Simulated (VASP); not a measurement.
Runs of VASP 6.6.1 on Se. The structure is that of space group P3_121 (No. 152), or close to it. The cells are those of the table. 

| task | cell | k mesh | cutoff (eV) | smearing | gap on the mesh (eV) | pressure (GPa) | largest force (eV/Å) |
| --- | --- | --- | --- | --- | --- | --- | --- |
| single point | a = 4.526, b = 4.526, c = 5.044 Å, angles 90.0, 90.0, 120.0°, 3 atoms | 6 × 6 × 6 | 520 | gaussian 0.02 eV | 1.02 | 0.1 | 0.03 |
| single point | a = 3.748, b = 3.748, c = 5.153 Å, angles 90.0, 90.0, 120.0°, 3 atoms | 12 × 12 × 8 | 520 | gaussian 0.01 eV | (b) | 10.1 | 0.02 |
| relaxation of cell and atoms | relaxed to 2 GPa from a = 4.497, b = 4.497, c = 5.012 Å, angles 90.0, 90.0, 120.0°, 3 atoms | 6 × 6 × 6 | 600 | gaussian 0.02 eV | 0.61 | 2.0 | - |
| single point | a = 3.917, b = 3.917, c = 5.145 Å, angles 90.0, 90.0, 120.0°, 3 atoms | 12 × 12 × 6 | 520 | gaussian 0.02 eV | (a) | (c) | 0.01 |
| single point | a = 4.121, b = 4.121, c = 5.112 Å, angles 90.0, 90.0, 120.0°, 3 atoms | 6 × 6 × 6 | 520 | gaussian 0.02 eV | 0.63 | 2.1 | 0.02 |
| relaxation of cell and atoms | relaxed from a = 4.366, b = 4.366, c = 4.954 Å, angles 90.0, 90.0, 120.0°, 3 atoms | 6 × 6 × 6 | 600 | gaussian 0.02 eV | 1.02 | 0.0 | - |
| single point | a = 3.563, b = 3.563, c = 5.140 Å, angles 90.0, 90.0, 120.0°, 3 atoms | 12 × 12 × 8 | 520 | gaussian 0.01 eV | none | 20.2 | 0.01 |

Alike in all rows: level PBE; potentials or basis VASP PAW PBE potentials, release 64 (Se); no spin polarisation.

Task: Estimate the missing entries.

Result: (a) 0.28; (b) 0.04; (c) 5.1.

Caveats: the cell is relaxed towards a set pressure, so the enthalpy falls and the energy may rise (some runs).

A k mesh can miss the band edges, and the runs leave out spin-orbit coupling on Se.

A gap of «none» marks levels without a gap at the run's occupations.
